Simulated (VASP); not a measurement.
A run of VASP 6.6.1:

Contents of INCAR:

```
SYSTEM = MnMoAs3
ALGO     = Normal         ! electronic algorithm
EDIFF    = 1E-7           ! SCF threshold, eV
EDIFFG   = -0.04          ! ionic threshold
ENCUT    = 600            ! plane-wave cutoff, eV
GGA      = PE             ! functional
IBRION   = 2              ! ionic algorithm
ISIF     = 3              ! what is computed and relaxed
ISMEAR   = 0              ! smearing method
ISPIN    = 2              ! spin polarisation
LASPH    = .TRUE.         ! aspherical terms in the spheres
LCHARG   = .FALSE.        ! write CHGCAR
LMAXMIX  = 4              ! l up to which the mixer works
LORBIT   = 11             ! projections on sites
LREAL    = .FALSE.        ! projectors in reciprocal space
LWAVE    = .FALSE.        ! write WAVECAR
MAGMOM   = 4.67 0 0 0 0   ! initial moments
NELM     = 150            ! most SCF steps
NSW      = 90             ! ionic steps
PREC     = Accurate       ! precision mode
SIGMA    = 0.1            ! smearing width, eV
```

The input KPOINTS:

```
k-points
0
G
  4 4 4
  0 0 0
```

File POSCAR:

```
MnMoAs3
1.0
    4.4046664693      0.0000000000      0.0000000000
    0.0000000000      4.4046664693      0.0000000000
    0.0000000000      0.0000000000      4.4046664693
Mn Mo As
1 1 3
Direct
    0.0000000000      0.0000000000      0.0000000000
    0.5000000000      0.5000000000      0.5000000000
    0.0000000000      0.5000000000      0.5000000000
    0.5000000000      0.0000000000      0.5000000000
    0.5000000000      0.5000000000      0.0000000000
```

Potentials or basis: VASP PAW PBE potentials, release 64 (Mn_pv, Mo_sv, As).

Run with:

```bash
$ cat potpaw_PBE.64/Mn_pv/POTCAR potpaw_PBE.64/Mo_sv/POTCAR potpaw_PBE.64/As/POTCAR > POTCAR
$ mpirun -np 1 vasp_std > vasp.out
```

Hardware: 1 thread of Intel(R) Xeon(R) Platinum 8488C (Sapphire Rapids) (shared host).

Problem. How long does it take, and how much memory?

Solution. Wall time 47 min on 1 thread of Intel(R) Xeon(R) Platinum 8488C (Sapphire Rapids) (shared host), peak memory 0.29 GiB. Counts: scf iterations 818, k points 10, ion steps 9.
